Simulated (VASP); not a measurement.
# Te2Mo (P-6m2) in VASP: notebook

Runs on Te2Mo. Level: PBEsol. Tasks: single point.

Everything below comes from runs of VASP 6.6.1. Logs are shortened: lines on timing, memory, paths and dates and some standing lists are left out, and cuts for length are marked.

## Step 1: The cell of the first run

The structure is hexagonal, space group P-6m2 (No. 187). Conventional cell: a = 3.422 Å, b = 3.422 Å, c = 7.404 Å, α = 90.00°, β = 90.00°, γ = 120.00°. Within 3.5 Å of Te (site symmetry 3m) lie 3 Mo at 2.69 Å and 6 Te at 3.42 Å. Mo (site symmetry -6m2) has 6 Te at 2.69 Å and 6 Mo at 3.42 Å within 3.5 Å.

## Step 2: Single point, PBEsol

INCAR reads:

```
SYSTEM = Te2Mo
PREC     = Accurate       ! precision mode
ENCUT    = 520            ! plane-wave cutoff, eV
EDIFF    = 1E-7           ! SCF threshold, eV
ISMEAR   = 0              ! smearing method
SIGMA    = 0.02           ! smearing width, eV
LREAL    = .False.        ! projectors in reciprocal space
LASPH    = .True.         ! aspherical terms in the spheres
NELM     = 60             ! most SCF steps
ALGO     = Normal         ! electronic algorithm
ISIF     = 2              ! what is computed and relaxed
LWAVE    = .False.        ! write WAVECAR
LCHARG   = .True.         ! write CHGCAR
GGA      = PS             ! functional
LELF     = .True.         ! ELF
LVHAR    = .True.       
NBANDS   = 20             ! bands
```

KPOINTS reads:

```
Automatic mesh
0
Gamma
  12 12 4
  0 0 0
```

POSCAR reads:

```
Te2Mo
1.0
    3.4217911020      0.0000000000      0.0000000000
   -1.7108955510      2.9633580208      0.0000000000
    0.0000000000      0.0000000000      7.4038887877
Te Mo
2 1
Direct
    0.3333333333      0.6666666667      0.7543678477
    0.3333333333      0.6666666667      0.2456321523
    0.0000000000      0.0000000000      0.0000000000
```

Potentials or basis: VASP PAW PBE potentials, release 64 (Te, Mo_sv).

Run with:

```sh
$ cat potpaw_PBE.64/Te/POTCAR potpaw_PBE.64/Mo_sv/POTCAR > POTCAR
$ mpirun -np 1 vasp_std > vasp.out
```

OUTCAR:

```text
SYSTEM = Te2Mo
   PREC = Accurate
   ENCUT = 520
   EDIFF = 1E-7
   ISMEAR = 0
   LREAL = .False.
   LASPH = .True.
   NELM = 60
   ISIF = 2
   GGA = PS

 ion  position               nearest neighbor table
   1  0.333  0.667  0.754-   3 2.69   3 2.69   3 2.69   2 3.64
   2  0.333  0.667  0.246-   3 2.69   3 2.69   3 2.69   1 3.64
   3  0.000  0.000  0.000-   1 2.69   2 2.69   1 2.69   2 2.69   1 2.69   2 2.69

  LATTYP: Found a hexagonal cell.
 ALAT       =     3.4217911020
 C/A-ratio  =     2.1637465780

  Lattice vectors:

 A1 = (   3.4217911020,   0.0000000000,   0.0000000000)
 A2 = (  -1.7108955510,   2.9633580208,   0.0000000000)
 A3 = (   0.0000000000,   0.0000000000,   7.4038887877)

Analysis of symmetry for initial positions (statically):
=====================================================================
 Subroutine PRICEL returns:
 Original cell was already a primitive cell.

 Routine SETGRP: Setting up the symmetry group for a
 hexagonal supercell.

 Subroutine GETGRP returns: Found 12 space group operations
 (whereof 12 operations were pure point group operations)
 out of a pool of 24 trial point group operations.

The static configuration has the point symmetry D_3h.

Analysis of symmetry for dynamics (positions and initial velocities):
=====================================================================
 Subroutine PRICEL returns:
 Original cell was already a primitive cell.

 Routine SETGRP: Setting up the symmetry group for a
 hexagonal supercell.

 Subroutine GETGRP returns: Found 12 space group operations
 (whereof 12 operations were pure point group operations)
 out of a pool of 24 trial point group operations.

The dynamic configuration has the point symmetry D_3h.

 Subroutine INISYM returns: Found 12 space group operations
 (whereof 12 operations are pure point group operations),
 and found     1 'primitive' translations

----------------------------------------------------------------------------------------

                                     Primitive cell

  volume of cell :      75.0754

  direct lattice vectors                    reciprocal lattice vectors
     3.421791102  0.000000000  0.000000000     0.292244608  0.168727503  0.000000000
    -1.710895551  2.963358021  0.000000000     0.000000000  0.337455006  0.000000000
     0.000000000  0.000000000  7.403888788     0.000000000  0.000000000  0.135064157

  length of vectors
     3.421791102  3.421791102  7.403888788     0.337455006  0.337455006  0.135064157

  position of ions in fractional coordinates (direct lattice)
     0.333333333  0.666666667  0.754367848
     0.333333333  0.666666667  0.245632152
     0.000000000  0.000000000  0.000000000

  ion indices of the primitive-cell ions
   primitive index   ion index
                 1           1
                 2           2
                 3           3

----------------------------------------------------------------------------------------

 KPOINTS: Automatic mesh

Automatic generation of k-mesh.
 Grid dimensions read from file:
 generate k-points for:   12   12    4

 Generating k-lattice:

  Cartesian coordinates                     Fractional coordinates (reciprocal lattice)
     0.024353717  0.014060625  0.000000000     0.083333333  0.000000000  0.000000000
     0.000000000  0.028121251  0.000000000     0.000000000  0.083333333  0.000000000
     0.000000000  0.000000000  0.033766039     0.000000000  0.000000000  0.250000000

  Length of vectors
     0.028121251  0.028121251  0.033766039

  Shift w.r.t. Gamma in fractional coordinates (k-lattice)
     0.000000000  0.000000000  0.000000000

 Subroutine IBZKPT returns following result:
 ===========================================

 Found     57 irreducible k-points:

 Following reciprocal coordinates:
            Coordinates               Weight
  0.000000  0.000000  0.000000      1.000000
  0.083333 -0.000000  0.000000      6.000000
  0.166667  0.000000  0.000000      6.000000
  0.250000  0.000000  0.000000      6.000000
  0.333333  0.000000  0.000000      6.000000
  0.416667  0.000000  0.000000      6.000000
[... 16 lines left out ...]
  0.250000  0.000000  0.250000     12.000000
  0.333333  0.000000  0.250000     12.000000
 [... further k-points ...]
   k-points           NKPTS =     57   k-points in BZ     NKDIM =     57   number of bands    NBANDS=     20
   number of dos      NEDOS =    301   number of ions     NIONS =      3
   total plane-waves  NPLWV =  43904
   dimension x,y,z NGX =    28 NGY =   28 NGZ =   56
   dimension x,y,z NGXF=    56 NGYF=   56 NGZF=  112
   ions per type =               2   1
   NGX,Y,Z   is equivalent  to a cutoff of  13.60, 13.60, 12.57 a.u.
   NGXF,Y,Z  is equivalent  to a cutoff of  27.21, 27.21, 25.15 a.u.
 SYSTEM =  Te2Mo
   PREC   = accura    normal or accurate (medium, high low for compatibility)
   ISTART =      0    job   : 0-new  1-cont  2-samecut
   ICHARG =      2    charge: 1-file 2-atom 10-const
   ISPIN  =      1    spin polarized calculation?
   LNONCOLLINEAR =      F non collinear calculations
   LSORBIT =      F    spin-orbit coupling
   LASPH  =      T    aspherical Exc in radial PAW
   ENCUT  =  520.0 eV  38.22 Ry    6.18 a.u.   6.36  6.36 13.77*2*pi/ulx,y,z
   NELM   =     60;   NELMIN=  2; NELMDL= -5     # of ELM steps
   EDIFF  = 0.1E-06   stopping-criterion for ELM
   LREAL  =      F    real-space projection
   EDIFFG = 0.1E-05   stopping-criterion for IOM
   NSW    =      0    number of steps for IOM
   IBRION =     -1    ionic relax: 0-MD 1-quasi-New 2-CG
   NFREE  =      0    steps in history (QN), initial steepest desc. (CG)
   ISIF   =      2    stress and relaxation
   ISYM   =      2    0-nonsym 1-usesym 2-fastsym
   POTIM  = 0.5000    time-step for ionic-motion
   TEBEG  =    0.0;   TEEND  =   0.0 temperature during run
   PSTRESS=    0.0 pullay stress
   NELECT =      26.0000    total number of electrons
   NUPDOWN=      -1.0000    fix difference up-down
   EMIN   =  10.00;   EMAX   =-10.00  energy-range for DOS
   EFERMI =   0.00;   METHOD = LEGACY
   ISMEAR =     0;   SIGMA  =   0.02  broadening in eV -4-tet -1-fermi 0-gaus
   EFERMI_NEDOS =   21; number of points for ismear=-14 and -15
   IALGO  =     38    algorithm
   IMIX   =      4    mixing-type and parameters
     AMIX     =   0.40;   BMIX     =  1.00
     AMIX_MAG =   1.60;   BMIX_MAG =  1.00
  volume/ion in A,a.u.               =      25.03       168.88
  Fermi-wavevector in a.u.,A,eV,Ry     =   1.149653  2.172529 17.982848  1.321702
  Thomas-Fermi vector in A             =   2.286321
   LORBIT       =      0    0 simple, 1 ext, 2 COOP (PROOUT), +10 PAW based schemes
   GGA     = PS    functional components
   LHFCALC =     F    Hartree Fock is set to
   AEXX    =    0.0000 exact exchange contribution
   IVDW    =     0    specifies the selected vdW correction
   LEPSILON=     F    determine dielectric tensor
   LRPA    =     F    only Hartree local field effects (RPA)
 non-spin polarized calculation
 Gauss-broadening in eV      SIGMA  =   0.02
  energy-cutoff  :      520.00
  volume of cell :       75.08
 maximum number of plane-waves:      2041
 NGX is ok and might be reduce to    28
   NGX = 13   NGY = 13   NGZ = 27

 number of electron      26.0000003 magnetization

 Free energy of the ion-electron system (eV)
  ---------------------------------------------------
  ext. energy  EPLUGINS =         0.00000000
  ---------------------------------------------------
  free energy    TOTEN  =       -19.53490752 eV

  energy without entropy =      -19.53490752  energy(sigma->0) =      -19.53490752

 E-fermi :   8.0201     XC(G=0): -10.4445

 val. band max:        7.9214876290   @ k =   0.3333   0.3333   0.5000
 cond. band min:       8.7330259278   @ k =   0.2500   0.1667   0.0000
 fundamental gap:      0.8115382987
 Fermi energy:         8.0201073740

 k-point     1 :       0.0000    0.0000    0.0000
  band No.  band energies     occupation
      1     -52.6158      2.00000
      2     -26.8814      2.00000
      3     -26.6579      2.00000
      4     -26.6579      2.00000
      5      -5.2864      2.00000
      6      -4.1049      2.00000
[... 12 lines left out ...]
     19      14.8245      0.00000
     20      16.8046      0.00000

 k-point     2 :       0.0833   -0.0000    0.0000
  band No.  band energies     occupation
      1     -52.6148      2.00000
      2     -26.8787      2.00000
      3     -26.6701      2.00000
      4     -26.6607      2.00000
      5      -5.1775      2.00000
      6      -4.0290      2.00000
[... 12 lines left out ...]
     19      15.1424      0.00000
     20      16.9075      0.00000

 k-point     3 :       0.1667    0.0000    0.0000
  band No.  band energies     occupation
      1     -52.6121      2.00000
      2     -26.8713      2.00000
      3     -26.7030      2.00000
      4     -26.6684      2.00000
      5      -4.8594      2.00000
      6      -3.8075      2.00000
[... 12 lines left out ...]
     19      15.6717      0.00000
     20      16.2698      0.00000

 k-point     4 :       0.2500    0.0000    0.0000
  band No.  band energies     occupation
      1     -52.6084      2.00000
      2     -26.8613      2.00000
      3     -26.7477      2.00000
      4     -26.6788      2.00000
      5      -4.3615      2.00000
      6      -3.4632      2.00000
[... 12 lines left out ...]
     19      14.9045      0.00000
     20      15.3476      0.00000

 k-point     5 :       0.3333    0.0000    0.0000
  band No.  band energies     occupation
      1     -52.6048      2.00000
      2     -26.8512      2.00000
      3     -26.7920      2.00000
      4     -26.6891      2.00000
      5      -3.7493      2.00000
      6      -3.0497      2.00000
[... 12 lines left out ...]
     19      13.9904      0.00000
     20      14.6540      0.00000
[... 353 lines left out ...]
      6      -4.1593      2.00000
[... 12 lines left out ...]
     19      15.2055      0.00000
     20      16.7944      0.00000

 k-point    22 :       0.1667    0.0000    0.2500
  band No.  band energies     occupation
      1     -52.6121      2.00000
      2     -26.8713      2.00000
      3     -26.7030      2.00000
      4     -26.6684      2.00000
      5      -4.7824      2.00000
      6      -3.9315      2.00000
[... 12 lines left out ...]
     19      15.7069      0.00000
     20      16.1050      0.00000

 k-point    23 :       0.2500    0.0000    0.2500
  band No.  band energies     occupation
      1     -52.6084      2.00000
      2     -26.8613      2.00000
      3     -26.7477      2.00000
      4     -26.6788      2.00000
      5      -4.2860      2.00000
      6      -3.5767      2.00000
[... 12 lines left out ...]
     19      14.8267      0.00000
     20      15.4942      0.00000

 k-point    24 :       0.3333    0.0000    0.2500
  band No.  band energies     occupation
      1     -52.6048      2.00000
      2     -26.8512      2.00000
      3     -26.7920      2.00000
      4     -26.6891      2.00000
      5      -3.6783      2.00000
      6      -3.1480      2.00000
[... 12 lines left out ...]
     19      14.1347      0.00000
     20      14.9307      0.00000

 [... further k-points ...]
[... 5 lines left out ...]
  --------------------------------------------------------------------------------------
  -------------------------------------------------------------------------------------
  Total        1.9285233      1.9285233      1.9797851      0.0000000     -0.0000000      0.0000000
  in kB       41.1564554     41.1564554     42.2504298      0.0000000     -0.0000000      0.0000000
  external PRESSURE =      41.5211135 kB  Pullay stress =       0.0000000 kB

 VOLUME and BASIS-vectors are now :
 -----------------------------------------------------------------------------
  energy-cutoff  :      520.00
  volume of cell :       75.08
      direct lattice vectors                 reciprocal lattice vectors
     3.421791102  0.000000000  0.000000000     0.292244608  0.168727503  0.000000000
    -1.710895551  2.963358021  0.000000000     0.000000000  0.337455006  0.000000000
     0.000000000  0.000000000  7.403888788     0.000000000  0.000000000  0.135064157

 POSITION                                       TOTAL-FORCE (eV/Angst)
 -----------------------------------------------------------------------------------
     -0.00000      1.97557      5.58526         0.000000      0.000000     -0.028454
     -0.00000      1.97557      1.81863         0.000000     -0.000000      0.028454
      0.00000      0.00000      0.00000        -0.000000     -0.000000      0.000000
 -----------------------------------------------------------------------------------
    total drift:                                0.000000     -0.000000     -0.000000

  FREE ENERGIE OF THE ION-ELECTRON SYSTEM (eV)
  ---------------------------------------------------
  free  energy   TOTEN  =       -19.5349075216 eV

  energy  without entropy=      -19.5349075216  energy(sigma->0) =      -19.53490752
```

It took 35 s on 1 thread of Intel Xeon 6975P-C (Granite Rapids), shared host; peak memory 0.24 GiB.

Results:

```
Free energy            : -19.5349 eV
Pressure               : 4.2 GPa
Largest force          : 0.028 eV/Å
Band gap on the k mesh : 0.81 eV, indirect (least direct gap 1.20 eV)
```

Forces on the atoms (eV/Å):
```
Te   0.000  0.000 -0.028
Te   0.000  0.000  0.028
Mo   0.000  0.000  0.000
```

Levels at points of the mesh, in eV from the valence-band top:
| k point | band 10 | band 11 | band 12 | band 13 | band 14 | band 15 | band 16 | band 17 |
| --- | --- | --- | --- | --- | --- | --- | --- | --- |
| (0.00, 0.00, 0.00) | -1.26 | -1.00 | -0.80 | -0.80 | 3.54 | 3.54 | 3.64 | 3.64 |
| (0.50, 0.00, 0.00) | -2.34 | -1.35 | -1.21 | -0.19 | 1.54 | 1.63 | 3.51 | 4.04 |
| (0.00, 0.00, 0.50) | -1.62 | -0.82 | -0.82 | -0.28 | 3.35 | 3.35 | 3.85 | 3.85 |
| (0.50, 0.00, 0.50) | -2.56 | -2.39 | -0.59 | -0.04 | 1.65 | 2.03 | 2.73 | 3.67 |

Caveat: the PAW data sets were made with another functional, which shifts forces and pressure a little; spin-orbit coupling is left out, which moves the levels of the heavy elements; this functional lacks dispersion, which binds the layers, so the pressure and a relaxed spacing across them are unreliable. PBEsol gaps usually lie below the measured ones, often by a third to a half.

## Step 3: Single point, PBEsol

INCAR reads:

```
  PREC = Accurate
  ENCUT = 520
  EDIFF = 1E-6
  ISMEAR = 0
  SIGMA = 0.02
  LREAL = F
  LASPH = T
  NELM = 100
  ALGO = Normal
  ISIF = 2
  LWAVE = F
  LCHARG = F
  GGA = PS
  NBANDS = 20
```

KPOINTS reads:

```
Automatic mesh
0
Gamma
  12 12 4
```

POSCAR is that of step 2.

Potentials or basis: VASP PAW PBE potentials, release 64 (Te, Mo_sv).

Run with:

```sh
$ cat potpaw_PBE.64/Te/POTCAR potpaw_PBE.64/Mo_sv/POTCAR > POTCAR
$ mpirun -np 1 vasp_std > vasp.out
```

Wall time 34 s (1 thread of Intel Xeon 6975P-C (Granite Rapids), shared host); peak memory 0.24 GiB.

Results (log left out):

- Free energy: -19.5349 eV
- Pressure: 4.2 GPa
- Largest force: 0.028 eV/Å
- Band gap on the k mesh: 0.81 eV, indirect (least direct gap 1.20 eV)

Forces in eV/Å, atoms in the order of the input:
```
Te   0.000  0.000 -0.028
Te   0.000  0.000  0.028
Mo   0.000  0.000  0.000
```

Stress tensor (GPa, compression positive):
```
4.12 0.00 0.00
0.00 4.12 0.00
0.00 0.00 4.22
```

Levels at points of the mesh, in eV from the valence-band top:
| k point | band 9 | band 10 | band 11 | band 12 | band 13 | band 14 | band 15 | band 16 | band 17 | band 18 |
| --- | --- | --- | --- | --- | --- | --- | --- | --- | --- | --- |
| (0.00, 0.00, 0.00) | -1.64 | -1.26 | -1.00 | -0.80 | -0.80 | 3.54 | 3.54 | 3.64 | 3.64 | 5.60 |
| (0.50, 0.00, 0.00) | -3.91 | -2.34 | -1.35 | -1.21 | -0.19 | 1.54 | 1.63 | 3.51 | 4.04 | 4.04 |
| (0.00, 0.00, 0.50) | -1.62 | -1.62 | -0.82 | -0.82 | -0.28 | 3.35 | 3.35 | 3.85 | 3.85 | 6.70 |
| (0.50, 0.00, 0.50) | -3.26 | -2.56 | -2.39 | -0.59 | -0.04 | 1.65 | 2.03 | 2.73 | 3.67 | 4.73 |

Caveat: the PAW data sets were made with another functional, which shifts forces and pressure a little; spin-orbit coupling is left out, which moves the levels of the heavy elements; this functional lacks dispersion, which binds the layers, so the pressure and a relaxed spacing across them are unreliable.

(Continued in part 2 of 2.)
